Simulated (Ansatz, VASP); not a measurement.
Two plane-wave programs on CuO

Contents of INCAR:

```
ALGO     = Normal         # electronic algorithm
EDIFF    = 1E-7           # SCF threshold, eV
ENCUT    = 520            # plane-wave cutoff, eV
GGA      = RP             # functional
ISIF     = 2              # what is computed and relaxed
ISMEAR   = -1             # smearing method
LASPH    = T              # aspherical terms in the spheres
LCHARG   = F              # write CHGCAR
LREAL    = F              # projectors in reciprocal space
LWAVE    = F              # write WAVECAR
NBANDS   = 25             # bands
NELM     = 60             # most SCF steps
PREC     = Accurate       # precision mode
SIGMA    = 0.05           # smearing width, eV
```

The input KPOINTS:

```
k-points
0
Gamma
  9 9 5
```

Contents of POSCAR:

```
CuO
1.0
    2.8601748718      0.0000000000      0.0000000000
    0.0388105168      2.8599548740      0.0000000000
    0.0173779641      0.0171291597      5.1415976211
Cu O
2 2
Direct
    0.0000000000      0.5000000000      0.0000000000
    0.5000000000      0.0000000000      0.5000000000
    0.9984239700      0.0016717800      0.7498871000
    0.0015760300      0.9983282200      0.2501129000
```

The input input.yaml:

```yaml
crystal:
  lattice:
    - [2.8601748718, 0.0, 0.0]
    - [0.0388105168, 2.859954874, 0.0]
    - [0.0173779641, 0.0171291597, 5.1415976211]
  atoms:
    - { symbol: Cu, position: [0.0, 0.5, 0.0] }
    - { symbol: Cu, position: [0.5, 0.0, 0.5] }
    - { symbol: O, position: [0.99842397, 0.00167178, 0.7498871] }
    - { symbol: O, position: [0.00157603, 0.99832822, 0.2501129] }
hamiltonian:
  xc: rpbe
  pseudopotentials: { kind: paw }
kpoints:
  mp_grid: { grid: [9, 9, 5] }
scf:
  occupations: { method: fermi_dirac, width: 0.05 }
output:
  forces: true
  stress: true
  eigenvalues: true
```

Alike in both runs: task single point; functional RPBE; k mesh 9 × 9 × 5; occupations fermi-dirac, width 0.05 eV; no spin polarisation.

```csv
,VASP,Ansatz
version,VASP 6.6.1,Ansatz 0.2.0
potentials or method,"VASP PAW PBE potentials, release 64 (Cu, O)",Ansatz PAW
plane-wave cutoff (eV),520,420
valence electrons in the cell,34,50
```

Ansatz gave:

| Quantity | Value |
| --- | --- |
| gap on the k mesh at the Fermi level (eV) | none |
| pressure (GPa) | 15.1 |
| traceless stress, the component that is largest in VASP (GPa) | 0.62 |
| rms of the force components (eV/Å) | 0.004 |

**Question.** Estimate VASP's values.

**Answer.** gap on the k mesh at the Fermi level (eV): none; pressure (GPa): 15.9; traceless stress, the component that is largest in VASP (GPa): 1.00; rms of the force components (eV/Å): 0.005.

VASP's potentials were made for PBE, not for RPBE. Atom by atom the forces differ by 0.000 eV/Å (rms over components). A gap of «none» marks a metal or a gap that the smearing closes. With one functional, cell and mesh, what is left measures potentials, basis and numerics. VASP's potentials hold 34 valence electrons a cell and Ansatz's 50, so a difference there can come from the potentials and not from the codes.
